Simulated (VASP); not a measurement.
Crystal: KBr.

```
K Br
1.0
     4.03916    0.00000    0.00000
     0.00000    4.03916    0.00000
     0.00000    0.00000    4.03916
K Br
1 1
Direct
  0.00000 0.00000 0.00000
  0.50000 0.50000 0.50000
```

- Program: VASP 6.6.1
- Task: relaxation of cell and atoms
- Functional: r2SCAN
- Potentials or basis: VASP PAW PBE potentials, release 64 (K_sv, Br)
- Cutoff: 600 eV
- k mesh: 6 × 6 × 6
- Occupations: fermi-dirac, width 0.02 eV
- Spin: no spin polarisation

At the start: pressure -0.8 GPa; volume 32.95 Å³/atom.

Where does the relaxation end?

Over 4 steps the energy falls by 3.9 meV/atom and the volume is 31.44 Å³/atom (-4.6 %); space group Pm-3m (No. 221, to 0.05 Å).

Step by step:
| step | energy change (eV) | largest force (eV/Å) | pressure (GPa) | volume (Å³) |
| --- | --- | --- | --- | --- |
| 1 | 0.0000 | 0.0000 | -0.78 | 65.90 |
| 2 | -0.0058 | 0.0000 | -0.42 | 64.37 |
| 3 | -0.0078 | 0.0000 | -0.05 | 63.05 |
| 4 | -0.0078 | 0.0000 | 0.01 | 62.87 |

Final structure:
```yaml
crystal:
  lattice:
    - [3.97640, 0.00000, 0.00000]
    - [0.00000, 3.97640, 0.00000]
    - [0.00000, 0.00000, 3.97640]
  atoms:
    - { symbol: K, position: [0.00000, 0.00000, 0.00000] }
    - { symbol: Br, position: [0.50000, 0.50000, 0.50000] }
```

Caveat: the PAW data sets were made with another functional, which shifts forces and pressure a little.
